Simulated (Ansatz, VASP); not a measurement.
## One calculation of Be2SbCl, two programs

```
Be Sb Cl
1.0
     4.31095    0.00000    0.00000
    -2.15548    3.73339    0.00000
     0.00000    0.00000    5.67933
Be Sb Cl
2 1 1
Cartesian
  0.0000 2.4889 0.0000
  2.1555 1.2445 0.0000
  0.0000 0.0000 0.0000
  0.0000 0.0000 2.8397
```

Alike in both runs: functional PBE; k mesh 6 × 6 × 4; occupations gaussian, width 0.1 eV; no spin polarisation.

Ansatz relaxed the structure, and its values are those at the end. VASP's run is a single point on that final structure, the one shown.

|  | VASP | Ansatz |
| --- | --- | --- |
| version | VASP 6.6.1 | Ansatz 0.2.0 |
| potentials or method | VASP PAW PBE potentials, release 64 (Be, Sb_d_GW, Cl), cutoff 500 eV | scalar-relativistic, plane waves, PAW |
| valence electrons in the cell | 26 | 26 |

|  | VASP | Ansatz | Ansatz less VASP |
| --- | --- | --- | --- |
| gap on the k mesh at the Fermi level (eV) | none | none | - |
| pressure (GPa) | 0.1 | 0.1 | +0.01 |

A gap of «none» marks a metal or a gap that the smearing closes.

Neither program's run includes spin-orbit coupling.
